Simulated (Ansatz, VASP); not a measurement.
**Two plane-wave programs on Ga4As3P**

```xyz
8
Lattice="4.0357 0.0000 0.0000 0.0000 4.0357 0.0000 0.0000 0.0000 11.2583" Properties=species:S:1:pos:R:3 pbc="T T T"
Ga    2.0179    0.0000    9.9227
Ga    0.0000    2.0179    1.3355
Ga    2.0179    0.0000    4.1975
Ga    0.0000    2.0179    7.0608
P     2.0179    2.0179    0.0000
As    0.0000    0.0000    2.7675
As    2.0179    2.0179    5.6291
As    0.0000    0.0000    8.4908
```

Alike in both runs: functional PBE; k mesh 4 × 4 × 2; occupations gaussian, width 0.1 eV; no spin polarisation.

Ansatz relaxed the structure, and its values are those at the end. VASP's run is a single point on that final structure, the one shown.

```csv
,VASP,Ansatz
version,VASP 6.6.1,Ansatz 0.2.0
potentials or method,"VASP PAW PBE potentials, release 64 (Ga_d, P, As), cutoff 520 eV","scalar-relativistic, plane waves, PAW"
valence electrons in the cell,72,102
```

```csv
,VASP,Ansatz,Ansatz less VASP
gap on the k mesh at the Fermi level (eV),0.47,0.47,-0.001
least direct gap on the mesh (eV),0.47,0.47,-0.001
pressure (GPa),0.3,0.1,-0.14
rms of the force components (eV/Å),0.016,0.012,-0.0038
```

VASP's potentials hold 72 valence electrons a cell and Ansatz's 102, so a difference there can come from the potentials and not from the codes.
